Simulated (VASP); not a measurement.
# AlN (P6_3mc) in VASP: single point with PBE0

Aim: the single point of AlN with PBE0.

Program: VASP 6.6.1. These are calculated values, not measurements. Logs are shortened: lines on timing, memory, paths and dates and some standing lists are left out, and cuts for length are marked.

## (1) The cell of the first run

The structure is hexagonal, space group P6_3mc (No. 186). The conventional cell has a = 3.114 Å, b = 3.114 Å, c = 4.983 Å, α = 90.00°, β = 90.00°, γ = 120.00°. Al (site symmetry 3m) has 4 N at 1.89 to 1.90 Å within 2.5 Å. Within 2.5 Å of N (site symmetry 3m) lie 4 Al at 1.89 to 1.90 Å.

## (2) Single point, PBE0

POSCAR

```
AlN
1.0
    3.1137540000      0.0000000000      0.0000000000
   -1.5568770000      2.6965900000      0.0000000000
    0.0000000000      0.0000000000      4.9832980000
Al N
2 2
Direct
    0.3333330000      0.6666670000      0.9999830000
    0.6666670000      0.3333330000      0.4999830000
    0.3333330000      0.6666670000      0.3820170000
    0.6666670000      0.3333330000      0.8820170000
```

INCAR.step1

```
PREC = Accurate ; ENCUT = 520
EDIFF = 1E-5 ; ISMEAR = 0
SIGMA = 0.01 ; LREAL = False
LASPH = True ; NELM = 60
ALGO = Normal ; ISIF = 2
LWAVE = True ; LCHARG = False
NBANDS = 16 ; GGA = PE
```

INCAR.step2

```
PREC = Accurate ; ENCUT = 520
EDIFF = 1E-6 ; ISMEAR = 0
SIGMA = 0.01 ; LREAL = False
LASPH = True ; NELM = 60
ALGO = Normal ; ISIF = 2
LWAVE = False ; LCHARG = False
GGA = PE ; LHFCALC = True
AEXX = 0.25 ; PRECFOCK = Normal
NBANDS = 16 ; ISTART = 1
```

KPOINTS

```
Automatic mesh
0
Gamma
  4 4 3
```

Potentials or basis: VASP PAW PBE potentials, release 64 (Al, N).

On the command line:

```sh
$ cat potpaw_PBE.64/Al/POTCAR potpaw_PBE.64/N/POTCAR > POTCAR
$ cp INCAR.step1 INCAR
$ mpirun -np 1 vasp_std > vasp.out
$ cp INCAR.step2 INCAR
$ mpirun -np 1 vasp_std > vasp.out
```

OUTCAR:

```text
PREC = Accurate
   ENCUT = 520
   EDIFF = 1E-6
   ISMEAR = 0
   LREAL = False
   LASPH = True
   NELM = 60
   ISIF = 2
   GGA = PE
   LHFCALC = True
   AEXX = 0.25
   PRECFOCK = Normal
   ISTART = 1

 ion  position               nearest neighbor table
   1  0.333  0.667  1.000-   4 1.89   4 1.89   4 1.89   3 1.90   2 3.07   2 3.07   2 3.07   2 3.07
                             2 3.07   2 3.07
   2  0.667  0.333  0.500-   3 1.89   3 1.89   3 1.89   4 1.90   1 3.07   1 3.07   1 3.07   1 3.07
                             1 3.07   1 3.07
   3  0.333  0.667  0.382-   2 1.89   2 1.89   2 1.89   1 1.90
   4  0.667  0.333  0.882-   1 1.89   1 1.89   1 1.89   2 1.90

  LATTYP: Found a hexagonal cell.
 ALAT       =     3.1137540000
 C/A-ratio  =     1.6004148048

  Lattice vectors:

 A1 = (   3.1137540000,   0.0000000000,   0.0000000000)
 A2 = (  -1.5568770000,   2.6965900000,   0.0000000000)
 A3 = (   0.0000000000,   0.0000000000,   4.9832980000)

Analysis of symmetry for initial positions (statically):
=====================================================================
 Subroutine PRICEL returns:
 Original cell was already a primitive cell.

 Routine SETGRP: Setting up the symmetry group for a
 hexagonal supercell.

 Subroutine GETGRP returns: Found 12 space group operations
 (whereof  6 operations were pure point group operations)
 out of a pool of 24 trial point group operations.

The static configuration has the point symmetry C_3v.
 The point group associated with its full space group is C_6v.

Analysis of symmetry for dynamics (positions and initial velocities):
=====================================================================
 Subroutine PRICEL returns:
 Original cell was already a primitive cell.

 Routine SETGRP: Setting up the symmetry group for a
 hexagonal supercell.

 Subroutine GETGRP returns: Found 12 space group operations
 (whereof  6 operations were pure point group operations)
 out of a pool of 24 trial point group operations.

The dynamic configuration has the point symmetry C_3v.
 The point group associated with its full space group is C_6v.

 Subroutine INISYM returns: Found 12 space group operations
[... 89 lines left out ...]
   NFREE  =      0    steps in history (QN), initial steepest desc. (CG)
   ISIF   =      2    stress and relaxation
   ISYM   =      3    0-nonsym 1-usesym 2-fastsym
   POTIM  = 0.5000    time-step for ionic-motion
   TEBEG  =    0.0;   TEEND  =   0.0 temperature during run
   PSTRESS=    0.0 pullay stress
   NELECT =      16.0000    total number of electrons
   NUPDOWN=      -1.0000    fix difference up-down
   EMIN   =  10.00;   EMAX   =-10.00  energy-range for DOS
   EFERMI =   0.00;   METHOD = LEGACY
   ISMEAR =     0;   SIGMA  =   0.01  broadening in eV -4-tet -1-fermi 0-gaus
   EFERMI_NEDOS =   21; number of points for ismear=-14 and -15
   IALGO  =     38    algorithm
   IMIX   =      1    mixing-type and parameters
     AMIX     =   0.40;   BMIX     =  1.00
     AMIX_MAG =   1.60;   BMIX_MAG =  1.00
  volume/ion in A,a.u.               =      10.46        70.59
  Fermi-wavevector in a.u.,A,eV,Ry     =   1.188254  2.245475 19.210729  1.411949
  Thomas-Fermi vector in A             =   2.324388
   LORBIT       =      0    0 simple, 1 ext, 2 COOP (PROOUT), +10 PAW based schemes
   GGA     = PE    functional components
   LHFCALC =     T    Hartree Fock is set to
   PRECFOCK=normal    Normal, Fast or Accurate (Low or Medium for compatibility)
   ENCUT4O =  -1.0   cutoff for four orbital integrals eV
   NKREDX  =     1    reduce k-point grid by
   NKREDY  =     1    reduce k-point grid by
   NKREDZ  =     1    reduce k-point grid by
   AEXX    =    0.2500 exact exchange contribution
   HFSCREEN=    0.0000 screening length (either q_TF or 0.3 A-1)
   HFSCREENC=   0.0000 screening length for correlation (either q_TF or 0.3 A-1)
   ENCUTFOCK=  -1.0 apply spherical cutoff to Coloumb kernel
   IVDW    =     0    specifies the selected vdW correction
   LEPSILON=     F    determine dielectric tensor
   LRPA    =     F    only Hartree local field effects (RPA)
 non-spin polarized calculation
 Gauss-broadening in eV      SIGMA  =   0.01
  energy-cutoff  :      520.00
  volume of cell :       41.84
 maximum number of plane-waves:      1140
 NGX is ok and might be reduce to    24
  NGX = 18; NGY = 18; NGZ = 28

 number of electron      15.9999997 magnetization

 Free energy of the ion-electron system (eV)
  ---------------------------------------------------
  ext. energy  EPLUGINS =         0.00000000
  ---------------------------------------------------
  free energy    TOTEN  =       -36.74520799 eV

  energy without entropy =      -36.74520799  energy(sigma->0) =      -36.74520799

 E-fermi :   4.8960     XC(G=0):  -8.5850

 val. band max:        4.8542902283   @ k =   0.0000   0.0000   0.0000
 cond. band min:      11.1517608808   @ k =   0.0000   0.0000   0.0000
 fundamental gap:      6.2974706525
 Fermi energy:         4.8960276252

 k-point     1 :       0.0000    0.0000    0.0000
  band No.  band energies     occupation
      1     -11.8782      2.00000
      2      -9.5868      2.00000
      3      -1.6878      2.00000
      4       3.8603      2.00000
      5       3.8604      2.00000
      6       4.5886      2.00000
[... 129 lines left out ...]
      3      -0.5242      2.00000
      4      -0.3486      2.00000
      5       1.3214      2.00000
      6       2.0785      2.00000
[... 8 lines left out ...]
     15      19.8116      0.00000
     16      21.7127      0.00000

------------------------ aborting loop because EDIFF is reached ----------------------------------------

  FORCE on cell =-STRESS in cart. coord.  units (eV):
  Direction    XX          YY          ZZ          XY          YZ          ZX
  --------------------------------------------------------------------------------------
  -------------------------------------------------------------------------------------
  Total       -0.5158384     -0.5158384     -0.5528364      0.0000000      0.0000000     -0.0000000
  in kB      -19.7518683    -19.7518674    -21.1685521      0.0000000      0.0000000     -0.0000000
  external PRESSURE =     -20.2240959 kB  Pullay stress =       0.0000000 kB

 VOLUME and BASIS-vectors are now :
 -----------------------------------------------------------------------------
  energy-cutoff  :      520.00
  volume of cell :       41.84
      direct lattice vectors                 reciprocal lattice vectors
     3.113754000  0.000000000  0.000000000     0.321155750  0.185419363  0.000000000
    -1.556877000  2.696590000  0.000000000     0.000000000  0.370838726  0.000000000
     0.000000000  0.000000000  4.983298000     0.000000000  0.000000000  0.200670319

 POSITION                                       TOTAL-FORCE (eV/Angst)
 -----------------------------------------------------------------------------------
     -0.00000      1.79773      4.98321         0.000000      0.000000     -0.004334
      1.55688      0.89886      2.49156         0.000000      0.000000     -0.004334
     -0.00000      1.79773      1.90370        -0.000000      0.000000      0.004334
      1.55688      0.89886      4.39535         0.000000     -0.000000      0.004334
 -----------------------------------------------------------------------------------
    total drift:                                0.000243     -0.000000      0.000365

  FREE ENERGIE OF THE ION-ELECTRON SYSTEM (eV)
  ---------------------------------------------------
  free  energy   TOTEN  =       -36.7452079938 eV

  energy  without entropy=      -36.7452079938  energy(sigma->0) =      -36.74520799
```

It took 1.8 min on 1 thread of Intel Xeon 6975P-C (Granite Rapids), shared host; peak memory 0.16 GiB.

Results:

```yaml
Free_energy: -36.7452 eV
Pressure: -2.0 GPa
Largest_force: 0.004 eV/Å
Band_gap_on_the_k_mesh: 6.30 eV, direct
```

Forces in eV/Å, atoms in the order of the input:
```
Al   0.000  0.000 -0.004
Al   0.000  0.000 -0.004
N    0.000  0.000  0.004
N    0.000  0.000  0.004
```

Stress tensor (GPa, compression positive):
```
-1.98  0.00  0.00
 0.00 -1.98  0.00
 0.00  0.00 -2.12
```

Caveat: the k points lie up to 0.58 Å⁻¹ apart; the PAW data sets were made with another functional, which shifts forces and pressure a little.
